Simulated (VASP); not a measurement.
Input of a VASP 6.6.1 run:

INCAR

```
  ALGO = Normal
  EDIFF = 1E-6
  ENCUT = 520
  GGA = PE
  ISIF = 2
  ISMEAR = 0
  LASPH = T
  LCHARG = T
  LELF = T
  LREAL = F
  LVHAR = T
  LWAVE = F
  NBANDS = 16
  NELM = 80
  PREC = Accurate
  SIGMA = 0.05
```

The input KPOINTS:

```
k-points
0
Gamma
  12 12 10
```

POSCAR

```
ZrB2
1.0
    3.1308629739      0.0000000000      0.0000000000
   -1.5654314869      2.7114068712      0.0000000000
    0.0000000000      0.0000000000      3.4887503161
Zr B
1 2
Direct
    0.0000000000      0.0000000000      0.0000000000
    0.3333333333      0.6666666667      0.5000000000
    0.6666666667      0.3333333333      0.5000000000
```

Potentials or basis: VASP PAW PBE potentials, release 64 (Zr_sv, B).

Run with:

```sh
$ cat potpaw_PBE.64/Zr_sv/POTCAR potpaw_PBE.64/B/POTCAR > POTCAR
$ mpirun -np 1 vasp_std > vasp.out
```

(1) Predict the pressure.

(2) Estimate the band gap on the k mesh.

## Answers

(1) 10.7 GPa.

(2) zero (band 9 reaches 11.56 eV, above the bottom of band 10 at 10.39 eV).
